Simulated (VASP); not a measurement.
# Pt16CO in VASP: single point with PBE

Aim: the single point of Pt16CO with PBE.

All numbers are computed with VASP 6.6.1; they aren't measurements. Logs are shortened: lines on timing, memory, paths and dates and some standing lists are left out, and cuts for length are marked.

## 1. The cell of the first run

The cell holds a slab with vacuum, 18 atoms: a = 5.549 Å, b = 5.549 Å, c = 24.797 Å, α = 90.00°, β = 90.00°, γ = 60.00°.

## 2. Single point, PBE

The input, INCAR:

```
SYSTEM = Pt16CO
  ALGO = Fast
  DIPOL = 0.5 0.5 0.527
  EDIFF = 1E-6
  ENCUT = 520
  GGA = PE
  IDIPOL = 3
  ISIF = 2
  ISMEAR = 0
  LASPH = .True.
  LCHARG = .False.
  LDIPOL = .True.
  LREAL = Auto
  LWAVE = .False.
  NBANDS = 100
  NELM = 100
  PREC = Accurate
  SIGMA = 0.1
```

The input, KPOINTS:

```
k-points
0
Gamma
  6 6 1
  0 0 0
```

The input, POSCAR:

```
Pt16CO
1.0
    5.5493740188      0.0000000000      0.0000000000
    2.7746870094      4.8058988753      0.0000000000
    0.0000000000      0.0000000000     24.7965673689
Pt C O
16 1 1
Direct
    0.0000000000      0.0000000000      0.3629534631
    0.5000000000      0.0000000000      0.3629534631
    0.0000000000      0.5000000000      0.3629534631
    0.5000000000      0.5000000000      0.3629534631
    0.1666666667      0.1666666667      0.4543178210
    0.6666666667      0.1666666667      0.4543178210
    0.1666666667      0.6666666667      0.4543178210
    0.6666666667      0.6666666667      0.4543178210
   -0.1650556446      0.3325278223      0.5474706602
    0.3325278223      0.3325278223      0.5474706602
   -0.1666666667      0.8333333333      0.5493160231
    0.3325278223      0.8349443554      0.5474706602
   -0.0022035732     -0.0022035732      0.6457893373
    0.5044071464     -0.0022035732      0.6457893373
   -0.0022035732      0.5044071464      0.6457893373
    0.5000000000      0.5000000000      0.6394596517
    0.1666666667      0.1666666667      0.7003079350
    0.1666666667      0.1666666667      0.7480944979
```

Potentials or basis: VASP PAW PBE potentials, release 64 (Pt, C, O).

Run with:

```bash
> cat potpaw_PBE.64/Pt/POTCAR potpaw_PBE.64/C/POTCAR potpaw_PBE.64/O/POTCAR > POTCAR
> mpirun -np 1 vasp_std > vasp.out
```

OUTCAR:

```text
SYSTEM = Pt16CO
   EDIFF = 1E-6
   ENCUT = 520
   GGA = PE
   ISIF = 2
   ISMEAR = 0
   LASPH = .True.
   LREAL = Auto
   NELM = 100
   PREC = Accurate

 ion  position               nearest neighbor table
   1  0.000  0.000  0.363-   7 2.77   6 2.77   5 2.77   3 2.77   3 2.77   4 2.77   4 2.77   2 2.77
                             2 2.77
   2  0.500  0.000  0.363-   8 2.77   5 2.77   6 2.77   4 2.77   3 2.77   4 2.77   3 2.77   1 2.77
                             1 2.77
   3  0.000  0.500  0.363-   5 2.77   8 2.77   7 2.77   1 2.77   1 2.77   2 2.77   2 2.77   4 2.77
                             4 2.77
   4  0.500  0.500  0.363-   6 2.77   7 2.77   8 2.77   2 2.77   1 2.77   2 2.77   1 2.77   3 2.77
                             3 2.77
   5  0.167  0.167  0.454-   3 2.77   2 2.77   1 2.77   7 2.77   7 2.77   8 2.77   8 2.77   6 2.77
                             6 2.77  10 2.81  12 2.81   9 2.81
   6  0.667  0.167  0.454-   4 2.77   1 2.77   2 2.77   8 2.77   7 2.77   8 2.77   7 2.77   5 2.77
                             5 2.77   9 2.81  10 2.81  11 2.85
   7  0.167  0.667  0.454-   1 2.77   4 2.77   3 2.77   5 2.77   5 2.77   6 2.77   6 2.77   8 2.77
                             8 2.77  12 2.81  10 2.81  11 2.85
   8  0.667  0.667  0.454-   2 2.77   3 2.77   4 2.77   6 2.77   5 2.77   6 2.77   5 2.77   7 2.77
                             7 2.77   9 2.81  12 2.81  11 2.85
   9  0.835  0.333  0.547-  12 2.76  10 2.76  11 2.78  11 2.78  12 2.79  10 2.79  16 2.79   5 2.81
                             6 2.81   8 2.81  13 2.92  15 2.92
  10  0.333  0.333  0.547-  12 2.76   9 2.76  11 2.78  11 2.78  12 2.79   9 2.79  16 2.79   5 2.81
                             7 2.81   6 2.81  14 2.92  15 2.92
  11  0.833  0.833  0.549-   9 2.78  12 2.78  10 2.78  10 2.78   9 2.78  12 2.78   8 2.85   6 2.85
                             7 2.85  15 2.87  14 2.87  13 2.87
  12  0.333  0.835  0.547-   9 2.76  10 2.76  11 2.78  11 2.78   9 2.79  10 2.79  16 2.79   5 2.81
                             7 2.81   8 2.81  13 2.92  14 2.92
  13  0.998  0.998  0.646-  17 2.11  15 2.74  14 2.74  16 2.78  16 2.78  15 2.81  14 2.81  11 2.87
                             9 2.92  12 2.92
  14  0.504  0.998  0.646-  17 2.11  15 2.74  13 2.74  16 2.78  16 2.78  15 2.81  13 2.81  11 2.87
                            10 2.92  12 2.92
  15  0.998  0.504  0.646-  17 2.11  14 2.74  13 2.74  16 2.78  16 2.78  14 2.81  13 2.81  11 2.87
                             9 2.92  10 2.92
  16  0.500  0.500  0.639-  13 2.78  14 2.78  14 2.78  13 2.78  15 2.78  15 2.78  12 2.79  10 2.79
                             9 2.79
  17  0.167  0.167  0.700-  18 1.18  15 2.11  14 2.11  13 2.11
  18  0.167  0.167  0.748-  17 1.18

  LATTYP: Found a hexagonal cell.
 ALAT       =     5.5493740187
 C/A-ratio  =     4.4683539594

  Lattice vectors:

 A1 = (  -2.7746870094,  -4.8058988753,   0.0000000000)
 A2 = (   5.5493740188,   0.0000000000,   0.0000000000)
 A3 = (   0.0000000000,   0.0000000000,  24.7965673689)

Analysis of symmetry for initial positions (statically):
=====================================================================
 Subroutine PRICEL returns:
 Original cell was already a primitive cell.

 Routine SETGRP: Setting up the symmetry group for a
 hexagonal supercell.

 Subroutine GETGRP returns: Found  6 space group operations
 (whereof  2 operations were pure point group operations)
 out of a pool of 24 trial point group operations.

The static configuration has the point symmetry C_1h.
 The point group associated with its full space group is C_3v.

Analysis of symmetry for dynamics (positions and initial velocities):
=====================================================================
 Subroutine PRICEL returns:
 Original cell was already a primitive cell.

 Routine SETGRP: Setting up the symmetry group for a
 hexagonal supercell.

 Subroutine GETGRP returns: Found  6 space group operations
 (whereof  2 operations were pure point group operations)
 out of a pool of 24 trial point group operations.

The dynamic configuration has the point symmetry C_1h.
 The point group associated with its full space group is C_3v.

 Subroutine INISYM returns: Found  6 space group operations
 (whereof  2 operations are pure point group operations),
 and found     1 'primitive' translations

----------------------------------------------------------------------------------------

                                     Primitive cell

  volume of cell :     661.3178

  direct lattice vectors                    reciprocal lattice vectors
     5.549374019  0.000000000  0.000000000     0.180200505 -0.104038810  0.000000000
     2.774687009  4.805898875  0.000000000     0.000000000  0.208077620  0.000000000
     0.000000000  0.000000000 24.796567369     0.000000000  0.000000000  0.040328163
[... 67 lines left out ...]
 ===========================================

 Found      7 irreducible k-points:

 Following reciprocal coordinates:
            Coordinates               Weight
  0.000000  0.000000  0.000000      1.000000
  0.166667 -0.000000  0.000000      6.000000
  0.333333 -0.000000  0.000000      6.000000
  0.500000 -0.000000  0.000000      3.000000
  0.333333  0.166667  0.000000      6.000000
  0.500000  0.166667  0.000000     12.000000
 -0.333333  0.333333  0.000000      2.000000
   k-points           NKPTS =      7   k-points in BZ     NKDIM =      7   number of bands    NBANDS=    100
   number of dos      NEDOS =    301   number of ions     NIONS =     18
   total plane-waves  NPLWV = 338688
   dimension x,y,z NGX =    42 NGY =   42 NGZ =  192
   dimension x,y,z NGXF=    84 NGYF=   84 NGZF=  384
   ions per type =              16   1   1
   NGX,Y,Z   is equivalent  to a cutoff of  12.58, 12.58, 12.87 a.u.
   NGXF,Y,Z  is equivalent  to a cutoff of  25.16, 25.16, 25.74 a.u.
 SYSTEM =  Pt16CO
   PREC   = accura    normal or accurate (medium, high low for compatibility)
   ISTART =      0    job   : 0-new  1-cont  2-samecut
   ICHARG =      2    charge: 1-file 2-atom 10-const
   ISPIN  =      1    spin polarized calculation?
   LNONCOLLINEAR =      F non collinear calculations
   LSORBIT =      F    spin-orbit coupling
   LASPH  =      T    aspherical Exc in radial PAW
   ENCUT  =  520.0 eV  38.22 Ry    6.18 a.u.  10.32 10.32 46.11*2*pi/ulx,y,z
   NELM   =    100;   NELMIN=  2; NELMDL= -5     # of ELM steps
   EDIFF  = 0.1E-05   stopping-criterion for ELM
   LREAL  =      T    real-space projection
   EDIFFG = 0.1E-04   stopping-criterion for IOM
   NSW    =      0    number of steps for IOM
   IBRION =     -1    ionic relax: 0-MD 1-quasi-New 2-CG
   NFREE  =      0    steps in history (QN), initial steepest desc. (CG)
   ISIF   =      2    stress and relaxation
   ISYM   =      2    0-nonsym 1-usesym 2-fastsym
   POTIM  = 0.5000    time-step for ionic-motion
   TEBEG  =    0.0;   TEEND  =   0.0 temperature during run
   PSTRESS=    0.0 pullay stress
   NELECT =     170.0000    total number of electrons
   NUPDOWN=      -1.0000    fix difference up-down
   EMIN   =  10.00;   EMAX   =-10.00  energy-range for DOS
   EFERMI =   0.00;   METHOD = LEGACY
   ISMEAR =     0;   SIGMA  =   0.10  broadening in eV -4-tet -1-fermi 0-gaus
   EFERMI_NEDOS =   21; number of points for ismear=-14 and -15
   IALGO  =     68    algorithm
   IMIX   =      4    mixing-type and parameters
     AMIX     =   0.40;   BMIX     =  1.00
     AMIX_MAG =   1.60;   BMIX_MAG =  1.00
  volume/ion in A,a.u.               =      36.74       247.93
  Fermi-wavevector in a.u.,A,eV,Ry     =   1.040929  1.967070 14.742362  1.083533
  Thomas-Fermi vector in A             =   2.175527
   LORBIT       =      0    0 simple, 1 ext, 2 COOP (PROOUT), +10 PAW based schemes
   GGA     = PE    functional components
   LHFCALC =     F    Hartree Fock is set to
   AEXX    =    0.0000 exact exchange contribution
   IVDW    =     0    specifies the selected vdW correction
   LEPSILON=     F    determine dielectric tensor
   LRPA    =     F    only Hartree local field effects (RPA)
 non-spin polarized calculation
 RMM-DIIS sequential band-by-band and
 Gauss-broadening in eV      SIGMA  =   0.10
  energy-cutoff  :      520.00
  volume of cell :      661.32
 maximum number of plane-waves:     17895
 NGX is ok and might be reduce to    42
   NGX = 21   NGY = 21   NGZ = 93

 dipolmoment           0.000000      0.000000     -0.641229 electrons x Angstroem

 number of electron     170.0000007 magnetization

 dipolmoment           0.000000      0.000000      0.133037 electrons x Angstroem

 Free energy of the ion-electron system (eV)
  ---------------------------------------------------
  ext. energy  EPLUGINS =         0.00000000
  ---------------------------------------------------
  free energy    TOTEN  =      -109.48254545 eV

  energy without entropy =     -109.34248630  energy(sigma->0) =     -109.41251588

 E-fermi :   0.4404     XC(G=0):  -5.9800

 val. band max:        0.4271442375   @ k =   0.5000  -0.0000   0.0000
 cond. band min:       0.4476325568   @ k =   0.5000   0.1667   0.0000
 fundamental gap:      0.0204883193
 Fermi energy:         0.4403563634

 k-point     1 :       0.0000    0.0000    0.0000
  band No.  band energies     occupation
      1     -21.8665      2.00000
      2     -10.3547      2.00000
      3      -8.8762      2.00000
      4      -7.5411      2.00000
      5      -6.6033      2.00000
      6      -6.5165      2.00000
[... 689 lines left out ...]
     96       3.0797      0.00000
     97       4.0595      0.00000
 [bands above 97 left out]

------------------------ aborting loop because EDIFF is reached ----------------------------------------

 vacuum level on the upper side and lower side of the slab       (xc-potential included)         0.373        -0.546

  FORCE on cell =-STRESS in cart. coord.  units (eV):
  Direction    XX          YY          ZZ          XY          YZ          ZX
  --------------------------------------------------------------------------------------
  -------------------------------------------------------------------------------------
  Total       -7.9936847     -7.9936847      4.1764364      0.0000000      0.0000000      0.0000000
  in kB      -19.3663335    -19.3663335     10.1182700      0.0000000      0.0000000      0.0000000
  external PRESSURE =      -9.5381323 kB  Pullay stress =       0.0000000 kB

 VOLUME and BASIS-vectors are now :
 -----------------------------------------------------------------------------
  energy-cutoff  :      520.00
  volume of cell :      661.32
      direct lattice vectors                 reciprocal lattice vectors
     5.549374019  0.000000000  0.000000000     0.180200505 -0.104038810  0.000000000
     2.774687009  4.805898875  0.000000000     0.000000000  0.208077620  0.000000000
     0.000000000  0.000000000 24.796567369     0.000000000  0.000000000  0.040328163

 POSITION                                       TOTAL-FORCE (eV/Angst)
 -----------------------------------------------------------------------------------
      0.00000      0.00000      9.00000         0.023066      0.013317     -0.407978
      2.77469      0.00000      9.00000        -0.023066      0.013317     -0.407978
      1.38734      2.40295      9.00000        -0.000000     -0.026634     -0.407978
      4.16203      2.40295      9.00000        -0.000000     -0.000000     -0.503716
      1.38734      0.80098     11.26552        -0.000000     -0.000000      0.514785
      4.16203      0.80098     11.26552        -0.000000     -0.030022      0.431537
[... 10 lines left out ...]
      1.38734      0.80098     17.36523        -0.000000     -0.000000     -0.595135
      1.38734      0.80098     18.55018        -0.000000     -0.000000      0.640577
 -----------------------------------------------------------------------------------
    total drift:                                0.000001      0.000000      0.014599

  FREE ENERGIE OF THE ION-ELECTRON SYSTEM (eV)
  ---------------------------------------------------
  free  energy   TOTEN  =      -109.4825454478 eV

  energy  without entropy=     -109.3424863035  energy(sigma->0) =     -109.41251588

 vacuum level on the upper side and lower side of the slab         6.936         6.024
```

It took 14 min on 1 thread of AMD EPYC 9R45 (Zen 5), shared host; peak memory 0.86 GiB.

What came out:

```yaml
Free_energy: -109.4825 eV
Largest_force: 0.641 eV/Å
Band_gap_on_the_k_mesh: zero (bands 85 and 86 overlap by 0.77 eV)
```

Forces on the atoms (eV/Å):
```
Pt   0.023  0.013 -0.408
Pt  -0.023  0.013 -0.408
Pt   0.000 -0.027 -0.408
Pt   0.000  0.000 -0.504
Pt   0.000  0.000  0.515
Pt   0.000 -0.030  0.432
Pt  -0.026  0.015  0.432
Pt   0.026  0.015  0.432
Pt  -0.005  0.003 -0.007
Pt   0.005  0.003 -0.007
Pt   0.000  0.000  0.002
Pt   0.000 -0.006 -0.007
Pt  -0.012 -0.007 -0.031
Pt   0.012 -0.007 -0.031
Pt   0.000  0.014 -0.031
Pt   0.000  0.000 -0.016
C    0.000  0.000 -0.595
O    0.000  0.000  0.641
```

Levels at points of the mesh, in eV from the Fermi level:
```tsv
k point	band 84	band 85	band 86	band 87	band 88	band 89
(0.00, 0.00, 0.00)	0.40	0.42	0.42	0.59	0.59	0.59
(0.50, 0.00, 0.00)	-0.05	-0.03	-0.01	0.04	0.13	0.29
```

Caveat: spin-orbit coupling is left out, which moves the levels of the heavy elements.
